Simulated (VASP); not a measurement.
A run of VASP 6.6.1 is set up as follows.

File INCAR:

```
  PREC = Accurate
  ENCUT = 500
  EDIFF = 1E-6
  ISMEAR = 0
  SIGMA = 0.1
  LREAL = False
  LASPH = True
  NELM = 120
  ALGO = Normal
  ISIF = 2
  LWAVE = False
  LCHARG = True
  GGA = PE
  LELF = True
  LVHAR = True
  NBANDS = 18
  ISYM = 0
  GGA_COMPAT = False
```

Contents of KPOINTS:

```
Automatic mesh
0
Gamma
  3 3 2
  0.5 0.5 0
```

File POSCAR:

```
TaS2
1.0
    3.3828573416      0.0000000000      0.0000000000
   -1.6914286708      2.9296403952      0.0000000000
    0.0000000000      0.0000000000      6.1679785700
Ta S
1 2
Direct
    0.0000000000      0.0000000000      0.0000000000
    0.6666666667      0.3333333333      0.7542821200
    0.3333333333      0.6666666667      0.2457178800
```

Potentials or basis: VASP PAW PBE potentials, release 64 (Ta_pv, S).

Command:

```console
$ cat potpaw_PBE.64/Ta_pv/POTCAR potpaw_PBE.64/S/POTCAR > POTCAR
$ mpirun -np 1 vasp_std > vasp.out
```

(1) Estimate the pressure.

(2) Estimate the largest force.

## Answers

(1) 1.3 GPa.

(2) 0.256 eV/Å.

Caveat: the k points lie up to 0.71 Å⁻¹ apart; this functional lacks dispersion, which binds the layers, so the pressure and a relaxed spacing across them are unreliable.
